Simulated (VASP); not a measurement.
Al2Cu:

```xyz
3
Lattice="3.2284 0.0000 0.0000 -1.6142 2.7959 0.0000 0.0000 0.0000 4.7523" Properties=species:S:1:pos:R:3 pbc="T T T"
Al    0.0000    1.8639    3.8028
Al    1.6142    0.9320    0.9495
Cu    0.0000    0.0000    2.3762
```

The cell was generated, and may not be a known phase.

```yaml
Program: VASP 6.6.1
Task: relaxation of cell and atoms
Functional: PBE
Potentials_or_basis: VASP PAW PBE potentials, release 64 (Al, Cu_sv_GW)
Cutoff: 820 eV
k_mesh: 7 × 7 × 4
Occupations: gaussian, width 0.2 eV
Spin: no spin polarisation
```

At the start: pressure 18.7 GPa; volume 14.30 Å³/atom.

**Question.** Where does the relaxation end?

**Answer.** Over 14 steps the energy falls by 426.8 meV/atom and the volume is 14.64 Å³/atom (+2.4 %); space group P-3m1 (No. 164, to 0.1 Å) before and after.

The path:
| step | energy change (eV) | largest force (eV/Å) | pressure (GPa) | volume (Å³) |
| --- | --- | --- | --- | --- |
| 1 | 0.0000 | 0.4642 | 18.73 | 42.90 |
| 2 | -0.4589 | 0.1433 | -6.43 | 54.05 |
| 3 | -0.5019 | 0.0435 | -2.31 | 51.05 |
| 4 | -0.7045 | 0.1195 | -3.73 | 50.73 |
| 5 | -1.0853 | 0.7441 | -6.39 | 48.77 |
| 6 | -1.2225 | 0.7159 | -0.91 | 44.56 |
| 7 | -1.2253 | 0.6801 | 1.61 | 43.40 |
| 8 | -1.2270 | 0.6911 | 0.83 | 43.79 |
| 9 | -1.2631 | 0.3001 | 0.31 | 43.83 |
| 10 | -1.2724 | 0.0596 | 0.04 | 43.87 |
| 11 | -1.2725 | 0.0295 | 0.06 | 43.86 |
| 12 | -1.2774 | 0.0202 | 0.12 | 43.90 |
| 13 | -1.2740 | 0.0654 | 0.78 | 43.98 |
| 14 | -1.2803 | 0.0292 | 0.34 | 43.93 |

Final structure:
```
CELL_PARAMETERS angstrom
2.88029 0.00000 0.00000
-1.44014 2.49440 0.00000
0.00000 0.00000 6.11455
ATOMIC_POSITIONS crystal
Al 0.33333 0.66667 0.82065
Al 0.66667 0.33333 0.17935
Cu 0.00000 0.00000 0.50000
```

Caveat: a cell axis changed by over 15 % at a fixed basis, so the end point is rough.
